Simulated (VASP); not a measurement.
Input of a VASP 6.6.1 run:

INCAR

```
ALGO = Normal
EDIFF = 1E-6
ENCUT = 520
ISIF = 2
ISMEAR = -1
LASPH = True
LCHARG = True
LELF = True
LREAL = False
LVHAR = True
LWAVE = False
NBANDS = 26
NELM = 100
PREC = Accurate
SIGMA = 0.03
```

File KPOINTS:

```
k-points
0
Gamma
  10 10 10
```

The input POSCAR:

```
Sn2Ir
1.0
    0.0000000000      3.1795283165      3.1795283165
    3.1795283165      0.0000000000      3.1795283165
    3.1795283165      3.1795283165      0.0000000000
Sn Ir
2 1
Direct
    0.2500000000      0.2500000000      0.2500000000
    0.7500000000      0.7500000000      0.7500000000
    0.0000000000      0.0000000000      0.0000000000
```

Potentials or basis: VASP PAW LDA potentials, release 64 (Sn_d, Ir).

Command:

```bash
$ cat potpaw_LDA.64/Sn_d/POTCAR potpaw_LDA.64/Ir/POTCAR > POTCAR
$ mpirun -np 1 vasp_std > vasp.out
```

(1) Predict the pressure.

## Answers

(1) -3.1 GPa.
